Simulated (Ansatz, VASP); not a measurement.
# One calculation of Hf3O8, two programs

```
O Hf
1.0
     3.60456    0.00000    0.00000
    -1.80228    3.12164    0.00000
     0.00000    0.00000   25.30088
O Hf
8 3
Direct
  0.66667 0.33333 0.29643
  0.00000 0.00000 0.35459
  0.33333 0.66667 0.41276
  0.66667 0.33333 0.47092
  0.00000 0.00000 0.52908
  0.33333 0.66667 0.58724
  0.66667 0.33333 0.64541
  0.00000 0.00000 0.70357
  0.66667 0.33333 0.38368
  0.33333 0.66667 0.50000
  0.00000 0.00000 0.61632
```

Alike in both runs: task single point; functional PBE; k mesh 9 × 9 × 1; occupations gaussian, width 0.05 eV; no spin polarisation.

|  | VASP | Ansatz |
| --- | --- | --- |
| version | VASP 6.6.1 | Ansatz 0.2.0 |
| potentials or method | VASP PAW PBE potentials, release 64 (O, Hf_pv), cutoff 520 eV | scalar-relativistic, plane waves, PAW |
| valence electrons in the cell | 78 | 126 |

Ansatz gave:

- gap on the k mesh at the Fermi level (eV): none
- rms of the force components (eV/Å): 0.820
- work function, face that differs most (eV): 9.40

Problem. Which values does VASP return?

Solution. gap on the k mesh at the Fermi level (eV): none; rms of the force components (eV/Å): 0.825; work function, face that differs most (eV): 9.41.

A gap of «none» marks a metal or a gap that the smearing closes. The functional is the same, so the differences come from potentials, cutoffs and numerics. VASP's potentials hold 78 valence electrons a cell and Ansatz's 126, so a difference there can come from the potentials and not from the codes.

Spin-orbit coupling is off throughout.
